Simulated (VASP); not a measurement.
# Ga (P-1) in VASP: single point with LDA

Aim: the single point of Ga with LDA.

Everything below comes from runs of VASP 6.6.1. Logs are shortened: lines on timing, memory, paths and dates and some standing lists are left out, and cuts for length are marked.

## 1. The cell of the first run

The typed cell holds 8 atoms: a = 8.860 Å, b = 8.860 Å, c = 4.390 Å, α = 59.57°, β = 41.69°, γ = 90.00°.

## 2. Single point, LDA

File INCAR:

```
SYSTEM = Ga
  PREC = Accurate
  ENCUT = 520
  EDIFF = 1E-6
  ISMEAR = 0
  SIGMA = 0.1
  LREAL = .FALSE.
  LASPH = .TRUE.
  NELM = 60
  ALGO = Fast
  ISIF = 2
  LWAVE = .FALSE.
  LCHARG = .FALSE.
  NBANDS = 62
```

File KPOINTS:

```
regular mesh
0
G
  4 4 18
  0 0 0
```

File POSCAR:

```
Ga
1.0
    8.8597240843      0.0000016592     -0.0015195674
    0.0000016592      8.8597030885      0.0193479162
    3.2784782506      2.2190459876      1.8964196188
Ga
8
Direct
    0.5811407276      0.1177479114      0.5251240885
    0.5811407276      0.6177479114      0.5251240885
    0.0859381443      0.9665142021      0.1368792126
    0.0859381443      0.4665142021      0.1368792126
    0.4188592724      0.8822520886      0.4748759115
    0.4188592724      0.3822520886      0.4748759115
    0.9140618557      0.0334857979      0.8631207874
    0.9140618557      0.5334857979      0.8631207874
```

Potentials or basis: VASP PAW LDA potentials, release 64 (Ga_d).

Launch:

```sh
> cat potpaw_LDA.64/Ga_d/POTCAR > POTCAR
> mpirun -np 1 vasp_std > vasp.out
```

OUTCAR:

```text
SYSTEM = Ga
   PREC = Accurate
   ENCUT = 520
   EDIFF = 1E-6
   ISMEAR = 0
   LREAL = .FALSE.
   LASPH = .TRUE.
   NELM = 60
   ISIF = 2

 ion  position               nearest neighbor table
   1  0.581  0.118  0.525-   5 2.46   4 2.63   3 2.65   8 2.66   7 2.66   5 2.72   6 2.75
   2  0.581  0.618  0.525-   6 2.46   3 2.63   4 2.65   7 2.66   8 2.66   6 2.72   5 2.75
   3  0.086  0.967  0.137-   7 2.48   2 2.63   1 2.65   6 2.66   5 2.66   7 2.74   8 2.75
   4  0.086  0.467  0.137-   8 2.48   1 2.63   2 2.65   5 2.66   6 2.66   8 2.74   7 2.75
   5  0.419  0.882  0.475-   1 2.46   8 2.63   7 2.65   4 2.66   3 2.66   1 2.72   2 2.75
   6  0.419  0.382  0.475-   2 2.46   7 2.63   8 2.65   3 2.66   4 2.66   2 2.72   1 2.75
   7  0.914  0.033  0.863-   3 2.48   6 2.63   5 2.65   2 2.66   1 2.66   3 2.74   4 2.75
   8  0.914  0.533  0.863-   4 2.48   5 2.63   6 2.65   1 2.66   2 2.66   4 2.74   3 2.75

  LATTYP: Found a triclinic cell.
 ALAT       =     6.1618530097
 B/A-ratio  =     1.0148453941
 C/A-ratio  =     1.0186329561
 COS(alpha) =     0.0000757028
 COS(beta)  =     0.2455643363
 COS(gamma) =     0.7500703313

  Lattice vectors:

 A1 = (  -0.9757090083,   2.2025667849,  -5.6714305076)
 A2 = (   2.3027692423,   4.4216127725,  -3.7750108888)
 A3 = (   2.3027675831,  -4.4380903160,  -3.7943588050)

Analysis of symmetry for initial positions (statically):
=====================================================================
 Subroutine PRICEL returns following result:

  LATTYP: Found a triclinic cell.
 ALAT       =     4.3813108310
 B/A-ratio  =     1.7437783396
 C/A-ratio  =     1.4363585872
 COS(alpha) =     0.0015050964
 COS(beta)  =     0.3571590031
 COS(gamma) =     0.8654991093

  Lattice vectors:

 A1 = (   3.2784774210,  -2.2108055567,   1.8867456607)
 A2 = (   3.2784765914,  -6.6406571009,   1.8770717026)
 A3 = (   5.5812466633,   2.2108072159,  -1.8882652281)

   2 primitive cells build up your supercell.

 Routine SETGRP: Setting up the symmetry group for a
 triclinic supercell.

 Subroutine GETGRP returns: Found  2 space group operations
 (whereof  2 operations were pure point group operations)
 out of a pool of  2 trial point group operations.

The static configuration has the point symmetry S_2 .

Analysis of symmetry for dynamics (positions and initial velocities):
=====================================================================
 Subroutine PRICEL returns following result:

  LATTYP: Found a triclinic cell.
 ALAT       =     4.3813108310
 B/A-ratio  =     1.7437783396
 C/A-ratio  =     1.4363585872
 COS(alpha) =     0.0015050964
 COS(beta)  =     0.3571590031
 COS(gamma) =     0.8654991093

  Lattice vectors:

 A1 = (   3.2784774210,  -2.2108055567,   1.8867456607)
 A2 = (   3.2784765914,  -6.6406571009,   1.8770717026)
 A3 = (   5.5812466633,   2.2108072159,  -1.8882652281)

   2 primitive cells build up your supercell.

 Routine SETGRP: Setting up the symmetry group for a
 triclinic supercell.

 Subroutine GETGRP returns: Found  2 space group operations
 (whereof  2 operations were pure point group operations)
 out of a pool of  2 trial point group operations.

The dynamic configuration has the point symmetry S_2 .

 Subroutine INISYM returns: Found  2 space group operations
 (whereof  2 operations are pure point group operations),
 and found     2 'primitive' translations

----------------------------------------------------------------------------------------

                                     Primitive cell

  volume of cell :      74.2612

  direct lattice vectors                    reciprocal lattice vectors
     3.278477421 -2.210805557  1.886745661     0.112972632  0.224438110  0.596694521
     3.278476591 -6.640657101  1.877071703    -0.000045196 -0.225165197 -0.263760137
     5.581246663  2.210807216 -1.888265228     0.112836789  0.000427064 -0.195568866

  length of vectors
     4.381310831  7.640034926  6.293133435     0.647440833  0.346797892  0.225786414

  position of ions in fractional coordinates (direct lattice)
     0.866884727  0.239380089  0.581140728
     0.292724974  0.930092383  0.085938144
     0.133115273  0.760619911  0.418859272
     0.707275026  0.069907617  0.914061856

  ion indices of the primitive-cell ions
   primitive index   ion index
                 1           1
                 2           3
                 3           5
                 4           7

----------------------------------------------------------------------------------------

 KPOINTS: regular mesh

Automatic generation of k-mesh.
 Grid dimensions read from file:
 generate k-points for:    4    4   18

 Generating k-lattice:

  Cartesian coordinates                     Fractional coordinates (reciprocal lattice)
     0.028209197  0.000106766 -0.048892217     0.250000000  0.000000000  0.000000000
    -0.000005681  0.028289919 -0.033092889     0.000000000  0.250000000 -0.000000000
     0.000005036 -0.000064120  0.029361292    -0.000000000  0.000000000  0.055555556

  Length of vectors
     0.056446604  0.043536868  0.029361362

  Shift w.r.t. Gamma in fractional coordinates (k-lattice)
     0.000000000  0.000000000  0.000000000

 Subroutine IBZKPT returns following result:
 ===========================================

 Found    148 irreducible k-points:

 Following reciprocal coordinates:
            Coordinates               Weight
  0.000000  0.000000  0.000000      1.000000
  0.250000 -0.000000 -0.000000      2.000000
  0.500000 -0.000000 -0.000000      1.000000
 -0.000000  0.250000  0.000000      2.000000
  0.250000  0.250000  0.000000      2.000000
  0.500000  0.250000 -0.000000      2.000000
[... 16 lines left out ...]
 -0.000000 -0.250000  0.055556      2.000000
  0.250000 -0.250000  0.055556      2.000000
 [... further k-points ...]
   k-points           NKPTS =    148   k-points in BZ     NKDIM =    148   number of bands    NBANDS=     62
   number of dos      NEDOS =    301   number of ions     NIONS =      8
   total plane-waves  NPLWV = 176400
   dimension x,y,z NGX =    70 NGY =   70 NGZ =   36
   dimension x,y,z NGXF=   140 NGYF=  140 NGZF=   72
   ions per type =               8
   NGX,Y,Z   is equivalent  to a cutoff of  13.13, 13.13, 13.63 a.u.
   NGXF,Y,Z  is equivalent  to a cutoff of  26.27, 26.27, 27.27 a.u.
 SYSTEM =  Ga
   PREC   = accura    normal or accurate (medium, high low for compatibility)
   ISTART =      0    job   : 0-new  1-cont  2-samecut
   ICHARG =      2    charge: 1-file 2-atom 10-const
   ISPIN  =      1    spin polarized calculation?
   LNONCOLLINEAR =      F non collinear calculations
   LSORBIT =      F    spin-orbit coupling
   LASPH  =      T    aspherical Exc in radial PAW
   ENCUT  =  520.0 eV  38.22 Ry    6.18 a.u.  16.47 16.47  8.16*2*pi/ulx,y,z
   NELM   =     60;   NELMIN=  2; NELMDL= -5     # of ELM steps
   EDIFF  = 0.1E-05   stopping-criterion for ELM
   LREAL  =      F    real-space projection
   EDIFFG = 0.1E-04   stopping-criterion for IOM
   NSW    =      0    number of steps for IOM
   IBRION =     -1    ionic relax: 0-MD 1-quasi-New 2-CG
   NFREE  =      0    steps in history (QN), initial steepest desc. (CG)
   ISIF   =      2    stress and relaxation
   ISYM   =      2    0-nonsym 1-usesym 2-fastsym
   POTIM  = 0.5000    time-step for ionic-motion
   TEBEG  =    0.0;   TEEND  =   0.0 temperature during run
   PSTRESS=    0.0 pullay stress
   NELECT =     104.0000    total number of electrons
   NUPDOWN=      -1.0000    fix difference up-down
   EMIN   =  10.00;   EMAX   =-10.00  energy-range for DOS
   EFERMI =   0.00;   METHOD = LEGACY
   ISMEAR =     0;   SIGMA  =   0.10  broadening in eV -4-tet -1-fermi 0-gaus
   EFERMI_NEDOS =   21; number of points for ismear=-14 and -15
   IALGO  =     68    algorithm
   IMIX   =      4    mixing-type and parameters
     AMIX     =   0.40;   BMIX     =  1.00
     AMIX_MAG =   1.60;   BMIX_MAG =  1.00
  volume/ion in A,a.u.               =      18.57       125.28
  Fermi-wavevector in a.u.,A,eV,Ry     =   1.453747  2.747183 28.754269  2.113379
  Thomas-Fermi vector in A             =   2.570977
   LORBIT       =      0    0 simple, 1 ext, 2 COOP (PROOUT), +10 PAW based schemes
   GGA     = CA    functional components
   LHFCALC =     F    Hartree Fock is set to
   AEXX    =    0.0000 exact exchange contribution
   IVDW    =     0    specifies the selected vdW correction
   LEPSILON=     F    determine dielectric tensor
   LRPA    =     F    only Hartree local field effects (RPA)
 non-spin polarized calculation
 RMM-DIIS sequential band-by-band and
 Gauss-broadening in eV      SIGMA  =   0.10
  energy-cutoff  :      520.00
  volume of cell :      148.52
 maximum number of plane-waves:      4024
 NGX is ok and might be reduce to    70
   NGX = 33   NGY = 33   NGZ = 17

 number of electron     103.9999991 magnetization

 Free energy of the ion-electron system (eV)
  ---------------------------------------------------
  ext. energy  EPLUGINS =         0.00000000
  ---------------------------------------------------
  free energy    TOTEN  =       -28.82374522 eV

  energy without entropy =      -28.81415060  energy(sigma->0) =      -28.81894791

 E-fermi :   5.2872     XC(G=0): -11.2441

 val. band max:        5.2775163944   @ k =  -0.2500  -0.2500   0.2222
 cond. band min:       5.2889308246   @ k =   0.2500  -0.2500   0.3889
 fundamental gap:      0.0114144301
 Fermi energy:         5.2871917696

 k-point     1 :       0.0000    0.0000    0.0000
  band No.  band energies     occupation
      1     -10.0671      2.00000
      2     -10.0607      2.00000
      3     -10.0595      2.00000
      4     -10.0536      2.00000
      5     -10.0185      2.00000
      6     -10.0167      2.00000
[... 54 lines left out ...]
     61      12.1677      0.00000
     62      12.9102      0.00000

 k-point     2 :       0.2500   -0.0000   -0.0000
  band No.  band energies     occupation
      1     -10.0678      2.00000
      2     -10.0613      2.00000
      3     -10.0554      2.00000
      4     -10.0332      2.00000
      5     -10.0233      2.00000
      6     -10.0191      2.00000
[... 54 lines left out ...]
     61       9.3059      0.00000
     62       9.6793      0.00000

 k-point     3 :       0.5000   -0.0000   -0.0000
  band No.  band energies     occupation
      1     -10.0556      2.00000
      2     -10.0549      2.00000
      3     -10.0359      2.00000
      4     -10.0349      2.00000
      5     -10.0169      2.00000
      6     -10.0164      2.00000
[... 1354 lines left out ...]
     61      10.4876      0.00000
     62      10.5933      0.00000

 k-point    24 :       0.2500   -0.2500    0.0556
  band No.  band energies     occupation
      1     -10.0741      2.00000
      2     -10.0741      2.00000
      3     -10.0703      2.00000
      4     -10.0470      2.00000
      5     -10.0173      2.00000
      6     -10.0162      2.00000
[... 54 lines left out ...]
     61      10.7609      0.00000
     62      11.2473      0.00000

 [... further k-points ...]

------------------------ aborting loop because EDIFF is reached ----------------------------------------

  FORCE on cell =-STRESS in cart. coord.  units (eV):
  Direction    XX          YY          ZZ          XY          YZ          ZX
  --------------------------------------------------------------------------------------
  -------------------------------------------------------------------------------------
  Total       -1.7227944     -0.1107506      0.2299586     -0.0127356     -0.0185275      0.0500969
  in kB      -18.5845624     -1.1947169      2.4806679     -0.1373846     -0.1998642      0.5404175
  external PRESSURE =      -5.7662038 kB  Pullay stress =       0.0000000 kB

 VOLUME and BASIS-vectors are now :
 -----------------------------------------------------------------------------
  energy-cutoff  :      520.00
  volume of cell :      148.52
      direct lattice vectors                 reciprocal lattice vectors
     8.859724084  0.000001659 -0.001519567     0.112836789  0.000427064 -0.195568866
     0.000001659  8.859703088  0.019347916    -0.000022725  0.113159674 -0.132371557
     3.278478251  2.219045988  1.896419619     0.000090646 -0.001154151  0.528503251

 POSITION                                       TOTAL-FORCE (eV/Angst)
 -----------------------------------------------------------------------------------
      6.87035      2.20849      0.99725         0.000552      0.002670     -0.000165
      6.87036      6.63834      1.00692         0.000552      0.002670     -0.000165
      1.21015      8.86677      0.27815        -0.001105     -0.000460     -0.004138
      1.21014      4.43692      0.26848        -0.001105     -0.000460     -0.004138
      5.26785      8.87026      0.91700        -0.000552     -0.002670      0.000165
      5.26785      4.44041      0.90732        -0.000552     -0.002670      0.000165
     10.92806      2.21198      1.63610         0.001105      0.000460      0.004138
     10.92806      6.64183      1.64577         0.001105      0.000460      0.004138
 -----------------------------------------------------------------------------------
    total drift:                               -0.000000     -0.000000     -0.000000

  FREE ENERGIE OF THE ION-ELECTRON SYSTEM (eV)
  ---------------------------------------------------
  free  energy   TOTEN  =       -28.8237452156 eV

  energy  without entropy=      -28.8141506028  energy(sigma->0) =      -28.81894791
```

It took 1.5 h on 1 thread of Oxide Virtual Turin-like, shared host; peak memory 0.91 GiB.

What came out:

| Property | Result |
| --- | --- |
| Free energy | -28.8237 eV |
| Pressure | -0.6 GPa |
| Largest force | 0.004 eV/Å |
| Band gap on the k mesh | zero (bands 52 and 53 overlap by 1.41 eV) |

Forces on the atoms (eV/Å):
```
Ga   0.001  0.003  0.000
Ga   0.001  0.003  0.000
Ga  -0.001  0.000 -0.004
Ga  -0.001  0.000 -0.004
Ga  -0.001 -0.003  0.000
Ga  -0.001 -0.003  0.000
Ga   0.001  0.000  0.004
Ga   0.001  0.000  0.004
```

Stress tensor (GPa, compression positive):
```
-1.86 -0.01  0.05
-0.01 -0.12 -0.02
 0.05 -0.02  0.25
```
